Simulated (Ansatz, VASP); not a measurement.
**Os: VASP beside Ansatz**

File INCAR:

```
PREC = Accurate ; ENCUT = 520
EDIFF = 1E-6 ; ISMEAR = -1
SIGMA = 0.05 ; LREAL = F
LASPH = T ; NELM = 80
ALGO = Normal ; ISIF = 2
LWAVE = F ; LCHARG = F
GGA = PE ; NBANDS = 15
```

The input KPOINTS:

```
Automatic mesh
0
Gamma
  15 15 9
```

File POSCAR:

```
Os
1.0
    2.7111232592      0.0000000000      0.0000000000
   -1.3555616296      2.3479016152      0.0000000000
    0.0000000000      0.0000000000      4.2833982837
Os
2
Direct
    0.3333333333      0.6666666667      0.2500000000
    0.6666666667      0.3333333333      0.7500000000
```

Input for Ansatz:

```yaml
crystal:
  lattice:
    - [2.7111232592, 0.0, 0.0]
    - [-1.3555616296, 2.3479016152, 0.0]
    - [0.0, 0.0, 4.2833982837]
  atoms:
    - { symbol: Os, position: [0.3333333333, 0.6666666667, 0.25] }
    - { symbol: Os, position: [0.6666666667, 0.3333333333, 0.75] }
kpoints:
  mp_grid: { grid: [15, 15, 9] }
scf:
  occupations: { method: fermi_dirac, width: 0.05 }
hamiltonian:
  xc: pbe
  pseudopotentials: { kind: all_electron, lapw: { basis_error: 0.0005 } }
output:
  forces: true
  stress: true
  eigenvalues: true
```

Change from the starting cell: volume scaled by 0.975.

Alike in both runs: task single point; functional PBE; k mesh 15 × 15 × 9; occupations fermi-dirac, width 0.05 eV; no spin polarisation.

```csv
,VASP,Ansatz
version,VASP 6.6.1,Ansatz 0.2.0
potentials or method,"VASP PAW PBE potentials, release 64 (Os), cutoff 520 eV","all-electron LAPW, scalar-relativistic"
```

Ansatz gave:

| Property | Result |
| --- | --- |
| pressure (GPa) | 20.4 |
| traceless stress, the component that is largest in VASP (GPa) | 1.13 |

Problem. Which values does VASP return?

Solution. Pressure (GPa): 20.7; traceless stress, the component that is largest in VASP (GPa): 1.06.

Ansatz ran all-electron here, and VASP with PAW potentials.

Neither program's run includes spin-orbit coupling.
